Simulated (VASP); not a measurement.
# BAs (F-43m) in VASP: a series of runs

BAs is run at these levels: RPBE, BLYP+D3(BJ), revPBE+D4; tasks: single point, relaxation of cell and atoms.

Everything below comes from runs of VASP 6.6.1. Logs are shortened: lines on timing, memory, paths and dates and some standing lists are left out, and cuts for length are marked.

### 1 The cell of the first run

Symmetry: F-43m, No. 216, cubic system. Conventional cell: a = 4.841 Å, b = 4.841 Å, c = 4.841 Å, α = 90.00°, β = 90.00°, γ = 90.00°. Within 2.8 Å of As (site symmetry -43m) lie 4 B at 2.10 Å. Within 2.8 Å of B (site symmetry -43m) lie 4 As at 2.10 Å.

### 2 Single point, RPBE

INCAR

```
SYSTEM = BAs
ALGO     = Normal         ! electronic algorithm
EDIFF    = 1E-7           ! SCF threshold, eV
ENCUT    = 520            ! plane-wave cutoff, eV
GGA      = RP             ! functional
ISIF     = 2              ! what is computed and relaxed
ISMEAR   = -1             ! smearing method
LASPH    = .True.         ! aspherical terms in the spheres
LCHARG   = .False.        ! write CHGCAR
LREAL    = .False.        ! projectors in reciprocal space
LWAVE    = .False.        ! write WAVECAR
NBANDS   = 11             ! bands
NELM     = 100            ! most SCF steps
PREC     = Accurate       ! precision mode
SIGMA    = 0.05           ! smearing width, eV
```

KPOINTS

```
k-points
0
Gamma
  10 10 10
  0 0 0
```

POSCAR

```
BAs
1.0
    0.0000000000      2.4203602418      2.4203602418
    2.4203602418      0.0000000000      2.4203602418
    2.4203602418      2.4203602418      0.0000000000
As B
1 1
Direct
    0.7500000000      0.7500000000      0.7500000000
    0.0000000000      0.0000000000      0.0000000000
```

Potentials or basis: VASP PAW PBE potentials, release 64 (As, B).

On the command line:

```sh
$ cat potpaw_PBE.64/As/POTCAR potpaw_PBE.64/B/POTCAR > POTCAR
$ mpirun -np 1 vasp_std > vasp.out
```

OUTCAR:

```text
SYSTEM = BAs
   EDIFF = 1E-7
   ENCUT = 520
   GGA = RP
   ISIF = 2
   ISMEAR = -1
   LASPH = .True.
   LREAL = .False.
   NELM = 100
   PREC = Accurate

 ion  position               nearest neighbor table
   1  0.750  0.750  0.750-   2 2.10   2 2.10   2 2.10   2 2.10
   2  0.000  0.000  0.000-   1 2.10   1 2.10   1 2.10   1 2.10

  LATTYP: Found a face centered cubic cell.
 ALAT       =     4.8407204836

  Lattice vectors:

 A1 = (   0.0000000000,   2.4203602418,   2.4203602418)
 A2 = (   2.4203602418,   0.0000000000,   2.4203602418)
 A3 = (   2.4203602418,   2.4203602418,   0.0000000000)

Analysis of symmetry for initial positions (statically):
=====================================================================
 Subroutine PRICEL returns:
 Original cell was already a primitive cell.

 Routine SETGRP: Setting up the symmetry group for a
 face centered cubic supercell.

 Subroutine GETGRP returns: Found 24 space group operations
 (whereof 24 operations were pure point group operations)
 out of a pool of 48 trial point group operations.

The static configuration has the point symmetry T_d .

Analysis of symmetry for dynamics (positions and initial velocities):
=====================================================================
 Subroutine PRICEL returns:
 Original cell was already a primitive cell.

 Routine SETGRP: Setting up the symmetry group for a
 face centered cubic supercell.

 Subroutine GETGRP returns: Found 24 space group operations
 (whereof 24 operations were pure point group operations)
 out of a pool of 48 trial point group operations.

The dynamic configuration has the point symmetry T_d .

 Subroutine INISYM returns: Found 24 space group operations
 (whereof 24 operations are pure point group operations),
 and found     1 'primitive' translations

----------------------------------------------------------------------------------------

                                     Primitive cell

  volume of cell :      28.3576

  direct lattice vectors                    reciprocal lattice vectors
     0.000000000  2.420360242  2.420360242    -0.206580819  0.206580819  0.206580819
     2.420360242  0.000000000  2.420360242     0.206580819 -0.206580819  0.206580819
     2.420360242  2.420360242  0.000000000     0.206580819  0.206580819 -0.206580819

  length of vectors
     3.422906280  3.422906280  3.422906280     0.357808474  0.357808474  0.357808474

  position of ions in fractional coordinates (direct lattice)
     0.750000000  0.750000000  0.750000000
     0.000000000  0.000000000  0.000000000

  ion indices of the primitive-cell ions
   primitive index   ion index
                 1           1
                 2           2

----------------------------------------------------------------------------------------

 KPOINTS: k-points

Automatic generation of k-mesh.
 Grid dimensions read from file:
 generate k-points for:   10   10   10

 Generating k-lattice:

  Cartesian coordinates                     Fractional coordinates (reciprocal lattice)
    -0.020658082  0.020658082  0.020658082     0.100000000  0.000000000  0.000000000
     0.020658082 -0.020658082  0.020658082     0.000000000  0.100000000  0.000000000
     0.020658082  0.020658082 -0.020658082     0.000000000  0.000000000  0.100000000

  Length of vectors
     0.035780847  0.035780847  0.035780847

  Shift w.r.t. Gamma in fractional coordinates (k-lattice)
     0.000000000  0.000000000  0.000000000

 Subroutine IBZKPT returns following result:
 ===========================================

 Found     47 irreducible k-points:

 Following reciprocal coordinates:
            Coordinates               Weight
  0.000000  0.000000  0.000000      1.000000
  0.100000  0.000000  0.000000      8.000000
  0.200000  0.000000  0.000000      8.000000
  0.300000  0.000000  0.000000      8.000000
  0.400000  0.000000  0.000000      8.000000
  0.500000  0.000000  0.000000      4.000000
[... 16 lines left out ...]
  0.300000  0.300000  0.000000      6.000000
  0.400000  0.300000  0.000000     24.000000
 [... further k-points ...]
   k-points           NKPTS =     47   k-points in BZ     NKDIM =     47   number of bands    NBANDS=     11
   number of dos      NEDOS =    301   number of ions     NIONS =      2
   total plane-waves  NPLWV =  21952
   dimension x,y,z NGX =    28 NGY =   28 NGZ =   28
   dimension x,y,z NGXF=    56 NGYF=   56 NGZF=   56
   ions per type =               1   1
   NGX,Y,Z   is equivalent  to a cutoff of  13.60, 13.60, 13.60 a.u.
   NGXF,Y,Z  is equivalent  to a cutoff of  27.20, 27.20, 27.20 a.u.
 SYSTEM =  BAs
   PREC   = accura    normal or accurate (medium, high low for compatibility)
   ISTART =      0    job   : 0-new  1-cont  2-samecut
   ICHARG =      2    charge: 1-file 2-atom 10-const
   ISPIN  =      1    spin polarized calculation?
   LNONCOLLINEAR =      F non collinear calculations
   LSORBIT =      F    spin-orbit coupling
[... 55 lines left out ...]
 fundamental gap:      1.2522620142
 Fermi energy:         6.4083291286

 k-point     1 :       0.0000    0.0000    0.0000
  band No.  band energies     occupation
      1      -9.2475      2.00000
      2       5.7995      1.99999
      3       5.7995      1.99999
      4       5.7995      1.99999
      5       9.0279      0.00000
      6       9.0279      0.00000
      7       9.0279      0.00000
      8      10.0124      0.00000
      9      15.3528      0.00000
     10      18.5289      0.00000
     11      18.5289      0.00000

 k-point     2 :       0.1000    0.0000    0.0000
  band No.  band energies     occupation
      1      -9.0892      2.00000
      2       4.4228      2.00000
      3       5.5106      2.00000
      4       5.5106      2.00000
      5       9.1001      0.00000
      6       9.4098      0.00000
      7       9.4098      0.00000
      8      10.9798      0.00000
      9      15.9644      0.00000
     10      17.5470      0.00000
     11      17.5470      0.00000

 k-point     3 :       0.2000    0.0000    0.0000
  band No.  band energies     occupation
      1      -8.6228      2.00000
      2       2.1199      2.00000
      3       4.9568      2.00000
      4       4.9568      2.00000
      5       8.8336      0.00000
      6      10.1080      0.00000
      7      10.1080      0.00000
      8      12.7037      0.00000
      9      16.8574      0.00000
     10      16.8574      0.00000
     11      16.9382      0.00000

 k-point     4 :       0.3000    0.0000    0.0000
  band No.  band energies     occupation
      1      -7.8860      2.00000
      2      -0.0974      2.00000
      3       4.4648      2.00000
      4       4.4648      2.00000
      5       8.5426      0.00000
      6      10.5192      0.00000
      7      10.5192      0.00000
      8      14.0930      0.00000
      9      17.0472      0.00000
     10      17.2754      0.00000
     11      17.2754      0.00000

 k-point     5 :       0.4000    0.0000    0.0000
  band No.  band energies     occupation
      1      -7.0134      2.00000
      2      -1.8984      2.00000
      3       4.1483      2.00000
      4       4.1483      2.00000
      5       8.3494      0.00000
      6      10.5678      0.00000
      7      10.5678      0.00000
      8      14.6433      0.00000
      9      17.7053      0.00000
     10      18.7315      0.00000
     11      18.7315      0.00000
[... 211 lines left out ...]
 k-point    21 :      -0.3000    0.2000    0.0000
  band No.  band energies     occupation
      1      -6.8046      2.00000
      2      -1.0781      2.00000
      3       1.3480      2.00000
      4       3.9165      2.00000
      5       9.2527      0.00000
      6      11.6227      0.00000
      7      11.8763      0.00000
      8      13.7483      0.00000
      9      16.3869      0.00000
     10      17.7390      0.00000
     11      20.8188      0.00000

 k-point    22 :      -0.2000    0.2000    0.0000
  band No.  band energies     occupation
      1      -7.6323      2.00000
      2       0.4201      2.00000
      3       1.8934      2.00000
      4       4.5506      2.00000
      5       9.6006      0.00000
      6      10.8182      0.00000
      7      11.6813      0.00000
      8      12.6627      0.00000
      9      15.6233      0.00000
     10      18.2803      0.00000
     11      19.6564      0.00000

 k-point    23 :       0.3000    0.3000    0.0000
  band No.  band energies     occupation
      1      -7.4028      2.00000
      2       0.6234      2.00000
      3       2.7374      2.00000
      4       2.7374      2.00000
      5       7.2549      0.00000
      6       9.4697      0.00000
      7      14.0328      0.00000
      8      14.0328      0.00000
      9      16.5174      0.00000
     10      20.5462      0.00000
     11      20.6239      0.00000

 k-point    24 :       0.4000    0.3000    0.0000
  band No.  band energies     occupation
      1      -6.7061      2.00000
      2      -0.5742      2.00000
      3       1.9848      2.00000
      4       2.4506      2.00000
      5       7.5493      0.00000
      6       9.2176      0.00000
      7      14.3937      0.00000
      8      14.6405      0.00000
      9      17.6057      0.00000
     10      21.2192      0.00000
     11      21.3757      0.00000

 [... further k-points ...]
[... 5 lines left out ...]
  --------------------------------------------------------------------------------------
  -------------------------------------------------------------------------------------
  Total        0.0891730      0.0891730      0.0891730      0.0000000      0.0000000      0.0000000
  in kB        5.0381822      5.0381822      5.0381822      0.0000000      0.0000000      0.0000000
  external PRESSURE =       5.0381822 kB  Pullay stress =       0.0000000 kB

 VOLUME and BASIS-vectors are now :
 -----------------------------------------------------------------------------
  energy-cutoff  :      520.00
  volume of cell :       28.36
      direct lattice vectors                 reciprocal lattice vectors
     0.000000000  2.420360242  2.420360242    -0.206580819  0.206580819  0.206580819
     2.420360242  0.000000000  2.420360242     0.206580819 -0.206580819  0.206580819
     2.420360242  2.420360242  0.000000000     0.206580819  0.206580819 -0.206580819

 POSITION                                       TOTAL-FORCE (eV/Angst)
 -----------------------------------------------------------------------------------
      3.63054      3.63054      3.63054        -0.000000     -0.000000      0.000000
      0.00000      0.00000      0.00000         0.000000      0.000000     -0.000000
 -----------------------------------------------------------------------------------
    total drift:                                0.000000      0.000000      0.000000

  FREE ENERGIE OF THE ION-ELECTRON SYSTEM (eV)
  ---------------------------------------------------
  free  energy   TOTEN  =       -10.7492220577 eV

  energy  without entropy=      -10.7492220143  energy(sigma->0) =      -10.74922204
```

Run time: 11 s. Hardware: 1 thread of Intel Xeon 6975P-C, shared host; peak memory 0.16 GiB.

What came out:

| Quantity | Value |
| --- | --- |
| Free energy | -10.7492 eV |
| Pressure | 0.5 GPa |
| Band gap on the k mesh | 1.25 eV, indirect (least direct gap 3.23 eV) |

Caveat: the PAW data sets were made with another functional, which shifts forces and pressure a little.

### 3 Relaxation of cell and atoms, BLYP+D3(BJ)

This run uses another cell than the first one, of 13.63 Å³/atom, 0.961 times its volume.

INCAR

```
PREC = Accurate ; ENCUT = 600
EDIFF = 1E-6 ; ISMEAR = -1
SIGMA = 0.05 ; LREAL = F
LASPH = T ; NELM = 60
ALGO = Normal ; ISIF = 3
LWAVE = F ; LCHARG = F
GGA = B5 ; ALDAX = 1.0
AGGAX = 1.0 ; AGGAC = 1.0
ALDAC = 0.0 ; IVDW = 12
VDW_S6 = 1.0 ; VDW_S8 = 2.6996
VDW_A1 = 0.4298 ; VDW_A2 = 4.2359
IBRION = 2 ; NSW = 80
EDIFFG = -0.01
```

KPOINTS

```
regular mesh
0
Gamma
  10 10 10
```

POSCAR

```
BAs
1.0
    0.0000000000      2.3885000000      2.3885000000
    2.3885000000      0.0000000000      2.3885000000
    2.3885000000      2.3885000000      0.0000000000
As B
1 1
Direct
    0.7500000000      0.7500000000      0.7500000000
    0.0000000000      0.0000000000      0.0000000000
```

Potentials or basis: VASP PAW PBE potentials, release 64 (As, B).

On the command line:

```sh
$ cat potpaw_PBE.64/As/POTCAR potpaw_PBE.64/B/POTCAR > POTCAR
$ mpirun -np 1 vasp_std > vasp.out
```

It took 23 s on 1 thread of Intel Xeon 6975P-C, shared host; peak memory 0.17 GiB.

Results (log left out):

```yaml
Free_energy: -11.4724 eV
Relaxed_volume: 13.65 Å³/atom
Relaxed_cell: a = 3.380 Å, b = 3.380 Å, c = 3.380 Å, α = 60.00°, β = 60.00°, γ = 60.00°
Space_group_after_relaxing_to_0.05_Å: F-43m (No. 216)
Energy_gained_by_relaxing: 0.0 meV/atom
Ionic_steps: 2
Pressure_after_relaxing: -0.1 GPa
Band_gap_on_the_k_mesh: 1.41 eV, indirect (least direct gap 3.37 eV)
Dispersion_energy_per_atom: -0.723 eV
```

Final structure:
```yaml
crystal:
  lattice:
    - [0.00000, 2.38991, 2.38991]
    - [2.38991, 0.00000, 2.38991]
    - [2.38991, 2.38991, 0.00000]
  atoms:
    - { symbol: As, position: [0.75000, 0.75000, 0.75000] }
    - { symbol: B, position: [0.00000, 0.00000, 0.00000] }
```

Levels at points of the mesh, in eV from the valence-band top:
```
           k point  band 1  band 2  band 3  band 4  band 5  band 6  band 7  band 8
(0.00, 0.00, 0.00)  -15.29    0.00    0.00    0.00    3.37    3.37    3.37    4.66
(0.50, 0.00, 0.00)  -12.48   -8.62   -1.79   -1.79    2.78    4.92    4.92    9.11
(0.50, 0.50, 0.00)  -11.19   -8.41   -4.00   -4.00    1.67    1.70   11.29   11.29
```

Caveat: the PAW data sets were made with another functional, which shifts forces and pressure a little.

### 4 Relaxation of cell and atoms, revPBE+D4

This run uses another cell than the first one, of 13.63 Å³/atom, 0.961 times its volume.

INCAR

```
PREC     = Accurate       # precision mode
ENCUT    = 600            # plane-wave cutoff, eV
EDIFF    = 1E-6           # SCF threshold, eV
ISMEAR   = -1             # smearing method
SIGMA    = 0.05           # smearing width, eV
LREAL    = False          # projectors in reciprocal space
LASPH    = True           # aspherical terms in the spheres
NELM     = 100            # most SCF steps
ALGO     = Normal         # electronic algorithm
ISIF     = 3              # what is computed and relaxed
LWAVE    = False          # write WAVECAR
LCHARG   = False          # write CHGCAR
GGA      = RE             # functional
IVDW     = 13             # dispersion correction
IBRION   = 2              # ionic algorithm
NSW      = 80             # ionic steps
EDIFFG   = -0.005         # ionic threshold
```

KPOINTS

```
Automatic mesh
0
Gamma
  10 10 10
```

POSCAR is that of step 3.

On the command line:

```sh
$ cat potpaw_PBE.64/As/POTCAR potpaw_PBE.64/B/POTCAR > POTCAR
$ mpirun -np 1 vasp_std > vasp.out
```

Run time: 23 s. Hardware: 1 thread of Intel Xeon 6975P-C, shared host; peak memory 0.17 GiB.

Results (log left out):

* Free energy: -12.2653 eV
* Relaxed volume: 13.28 Å³/atom
* Relaxed cell: a = 3.349 Å, b = 3.349 Å, c = 3.349 Å, α = 60.00°, β = 60.00°, γ = 60.00°
* Space group after relaxing (to 0.05 Å): F-43m (No. 216)
* Energy gained by relaxing: 4.0 meV/atom
* Ionic steps: 3
* Pressure after relaxing: 0.0 GPa
* Band gap on the k mesh: 1.17 eV, indirect (least direct gap 3.31 eV)
* Dispersion energy per atom: -0.724 eV

The path:
```tsv
step	energy change (eV)	largest force (eV/Å)	pressure (GPa)	volume (Å³)
1	0.0000	0.0000	-3.56	27.25
2	-0.0040	0.0000	2.73	26.08
3	-0.0080	0.0000	0.00	26.55
```

Final structure:
```xyz
2
Lattice="0.0000 2.3679 2.3679 2.3679 0.0000 2.3679 2.3679 2.3679 0.0000" Properties=species:S:1:pos:R:3 pbc="T T T"
As    3.5518    3.5518    3.5518
B     0.0000    0.0000    0.0000
```

Levels at points of the mesh, in eV from the valence-band top:
| k point | band 1 | band 2 | band 3 | band 4 | band 5 | band 6 | band 7 | band 8 |
| --- | --- | --- | --- | --- | --- | --- | --- | --- |
| (0.00, 0.00, 0.00) | -15.65 | 0.00 | 0.00 | 0.00 | 3.31 | 3.31 | 3.31 | 5.04 |
| (0.50, 0.00, 0.00) | -12.68 | -8.99 | -1.87 | -1.87 | 2.86 | 4.81 | 4.81 | 8.98 |
| (0.50, 0.50, 0.00) | -11.30 | -8.71 | -4.20 | -4.20 | 1.40 | 1.45 | 11.66 | 11.66 |

Caveat: the PAW data sets were made with another functional, which shifts forces and pressure a little. A k mesh can miss the band edges.

### 5 Relaxation of cell and atoms, RPBE

This run uses another cell than the first one, of 13.63 Å³/atom, 0.961 times its volume.

INCAR

```
SYSTEM = BAs
PREC = Accurate
ENCUT = 600
EDIFF = 1E-7
ISMEAR = -1
SIGMA = 0.05
LREAL = .False.
LASPH = .True.
NELM = 100
ALGO = Normal
ISIF = 3
LWAVE = .False.
LCHARG = .False.
GGA = RP
IBRION = 2
NSW = 80
EDIFFG = -0.02
```

KPOINTS

```
Automatic mesh
0
Gamma
  10 10 10
  0 0 0
```

POSCAR is that of step 4.

On the command line:

```sh
$ cat potpaw_PBE.64/As/POTCAR potpaw_PBE.64/B/POTCAR > POTCAR
$ mpirun -np 1 vasp_std > vasp.out
```

Wall time 23 s (1 thread of Intel Xeon 6975P-C, shared host); peak memory 0.17 GiB.

Results (log left out):

```yaml
Free_energy: -10.7501 eV
Relaxed_volume: 14.23 Å³/atom
Relaxed_cell: a = 3.427 Å, b = 3.427 Å, c = 3.427 Å, α = 60.00°, β = 60.00°, γ = 60.00°
Space_group_after_relaxing_to_0.05_Å: F-43m (No. 216)
Energy_gained_by_relaxing: 10.9 meV/atom
Ionic_steps: 3
Pressure_after_relaxing: 0.0 GPa
Band_gap_on_the_k_mesh: 1.26 eV, indirect (least direct gap 3.22 eV)
```

The path:
```csv
step,energy change (eV),largest force (eV/Å),pressure (GPa),volume (Å³)
1,0.0000,0.0000,5.99,27.25
2,-0.0126,0.0000,-3.44,29.31
3,-0.0219,0.0000,0.00,28.47
```

Final structure:
```
CELL_PARAMETERS angstrom
0.00000 2.42353 2.42353
2.42353 0.00000 2.42353
2.42353 2.42353 0.00000
ATOMIC_POSITIONS crystal
As 0.75000 0.75000 0.75000
B 0.00000 0.00000 0.00000
```

Levels at points of the mesh, in eV from the valence-band top:
| k point | band 1 | band 2 | band 3 | band 4 | band 5 | band 6 | band 7 | band 8 |
| --- | --- | --- | --- | --- | --- | --- | --- | --- |
| (0.00, 0.00, 0.00) | -15.01 | 0.00 | 0.00 | 0.00 | 3.22 | 3.22 | 3.22 | 4.16 |
| (0.50, 0.00, 0.00) | -12.29 | -8.48 | -1.75 | -1.75 | 2.46 | 4.74 | 4.74 | 8.88 |
| (0.50, 0.50, 0.00) | -11.03 | -8.33 | -3.91 | -3.91 | 1.50 | 1.54 | 11.01 | 11.01 |

Caveat: the PAW data sets were made with another functional, which shifts forces and pressure a little.

### 6 Summary

| task | level | cell | cutoff (eV) | gap on the mesh (eV) | pressure (GPa) | relaxed volume (Å³/atom) |
| --- | --- | --- | --- | --- | --- | --- |
| single point | RPBE | a = 3.423 Å, angles 60.0°, 2 atoms | 520 | 1.25 | 0.5 | - |
| relaxation of cell and atoms | BLYP+D3(BJ) | relaxed from a = 3.378 Å, angles 60.0°, 2 atoms | 600 | 1.41 | -0.1 | 13.65 |
| relaxation of cell and atoms | revPBE+D4 | relaxed from a = 3.378 Å, angles 60.0°, 2 atoms | 600 | 1.17 | 0.0 | 13.28 |
| relaxation of cell and atoms | RPBE | relaxed from a = 3.378 Å, angles 60.0°, 2 atoms | 600 | 1.26 | 0.0 | 14.23 |

Alike in all rows: potentials or basis VASP PAW PBE potentials, release 64 (As, B); no spin polarisation; k mesh 10 × 10 × 10; smearing fermi-dirac 0.05 eV.

Caveats: the PAW data sets were made with another functional, which shifts forces and pressure a little.

Total energies depend on the potentials used, so only differences within one code and one set of settings carry meaning.
